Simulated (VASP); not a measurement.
A run of VASP 6.6.1 is set up as follows.

POSCAR

```
SrCl2
1.0
    0.0000000000      3.4855000000      3.4855000000
    3.4855000000      0.0000000000      3.4855000000
    3.4855000000      3.4855000000      0.0000000000
Sr Cl
1 2
Direct
    0.0000000000      0.0000000000      0.0000000000
    0.2500000000      0.2500000000      0.2500000000
    0.7500000000      0.7500000000      0.7500000000
```

The input INCAR.step1:

```
PREC     = Accurate       # precision mode
ENCUT    = 600            # plane-wave cutoff, eV
ISMEAR   = 0              # smearing method
SIGMA    = 0.02           # smearing width, eV
LREAL    = F              # projectors in reciprocal space
LASPH    = T              # aspherical terms in the spheres
NELM     = 100            # most SCF steps
GGA      = PE             # functional
ALGO     = Normal         # electronic algorithm
EDIFF    = 1E-4           # SCF threshold, eV
LWAVE    = T              # write WAVECAR
LCHARG   = F              # write CHGCAR
```

INCAR.step2

```
PREC     = Accurate       # precision mode
ENCUT    = 600            # plane-wave cutoff, eV
EDIFF    = 1E-6           # SCF threshold, eV
ISMEAR   = 0              # smearing method
SIGMA    = 0.02           # smearing width, eV
LREAL    = F              # projectors in reciprocal space
LASPH    = T              # aspherical terms in the spheres
NELM     = 100            # most SCF steps
ALGO     = Normal         # electronic algorithm
ISIF     = 3              # what is computed and relaxed
LWAVE    = F              # write WAVECAR
LCHARG   = F              # write CHGCAR
METAGGA  = R2SCAN         # meta-GGA
LMIXTAU  = T            
IBRION   = 2              # ionic algorithm
NSW      = 100            # ionic steps
EDIFFG   = -0.005         # ionic threshold
ISTART   = 1
```

KPOINTS

```
Automatic mesh
0
Gamma
  6 6 6
```

Potentials or basis: VASP PAW PBE potentials, release 64 (Sr_sv, Cl).

The run is started by

```console
$ cat potpaw_PBE.64/Sr_sv/POTCAR potpaw_PBE.64/Cl/POTCAR > POTCAR
$ cp INCAR.step1 INCAR
$ mpirun -np 1 vasp_std > vasp.out
$ cp INCAR.step2 INCAR
$ mpirun -np 1 vasp_std > vasp.out
```

(1) What does it give for the relaxed cell?

(2) Predict the band gap on the k mesh.

(3) Predict the relaxed volume.

(4) Estimate the space group after relaxing (to 0.05 Å).

## Answers

(1) a = 4.949 Å, b = 4.949 Å, c = 4.949 Å, α = 60.00°, β = 60.00°, γ = 60.00°.

(2) 5.93 eV, indirect (least direct gap 6.00 eV).

(3) 28.57 Å³/atom.

(4) Fm-3m (No. 225).

Caveat: the PAW data sets were made with another functional, which shifts forces and pressure a little.
